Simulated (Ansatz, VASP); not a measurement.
**MgI: VASP beside Ansatz**

```xyz
4
Lattice="5.1186 0.0000 0.0000 -2.5593 4.4328 0.0000 0.0000 0.0000 8.3666" Properties=species:S:1:pos:R:3 pbc="T T T"
Mg    0.0000    2.9552    3.1464
Mg    2.5593    1.4776    7.3297
I     0.0000    2.9552   -0.0245
I     2.5593    1.4776    4.1589
```

Alike in both runs: functional PBE; k mesh 6 × 6 × 2; occupations gaussian, width 0.1 eV; no spin polarisation.

Ansatz relaxed the structure, and its values are those at the end. VASP's run is a single point on that final structure, the one shown.

|  | VASP | Ansatz |
| --- | --- | --- |
| version | VASP 6.6.1 | Ansatz 0.2.0 |
| potentials or method | VASP PAW PBE potentials, release 64 (Mg, I), cutoff 520 eV | scalar-relativistic, plane waves, PAW |
| valence electrons in the cell | 18 | 54 |

|  | VASP | Ansatz | Ansatz less VASP |
| --- | --- | --- | --- |
| gap on the k mesh at the Fermi level (eV) | none | none | - |
| pressure (GPa) | 0.1 | 0.1 | +0.02 |
| rms of the force components (eV/Å) | 0.011 | 0.011 | -0.0002 |

A gap of «none» marks a metal or a gap that the smearing closes. VASP's potentials hold 18 valence electrons a cell and Ansatz's 54, so a difference there can come from the potentials and not from the codes.

The k mesh is coarse, so the values compare programs but aren't converged. Neither program's run includes spin-orbit coupling.
